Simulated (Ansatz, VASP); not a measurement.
## TeMo2: VASP beside Ansatz

```
CELL_PARAMETERS angstrom
3.23113 0.00000 0.00000
-1.61556 2.79824 0.00000
0.00000 0.00000 6.42878
ATOMIC_POSITIONS crystal
Te 0.00000 0.00000 0.50000
Mo 0.66667 0.33333 0.86814
Mo 0.33333 0.66667 0.13186
```

Change from the starting cell: species swapped into the BaSn2 type (P-3m1, No. 164).

Alike in both runs: functional PBE; k mesh 6 × 6 × 4; occupations gaussian, width 0.1 eV; no spin polarisation.

Ansatz relaxed the structure, and its values are those at the end. VASP's run is a single point on that final structure, the one shown.

```csv
,VASP,Ansatz
version,VASP 6.6.1,Ansatz 0.2.0
potentials or method,"VASP PAW PBE potentials, release 64 (Te, Mo_sv), cutoff 500 eV","scalar-relativistic, plane waves, PAW"
valence electrons in the cell,34,44
```

```tsv
	VASP	Ansatz	Ansatz less VASP
gap on the k mesh at the Fermi level (eV)	none	none	-
pressure (GPa)	0.2	-0.1	-0.28
rms of the force components (eV/Å)	0.037	0.017	-0.0201
```

A gap of «none» marks a metal or a gap that the smearing closes. VASP's potentials hold 34 valence electrons a cell and Ansatz's 44, so a difference there can come from the potentials and not from the codes.

The k mesh is coarse, so the values compare programs but aren't converged. Spin-orbit coupling is off throughout.
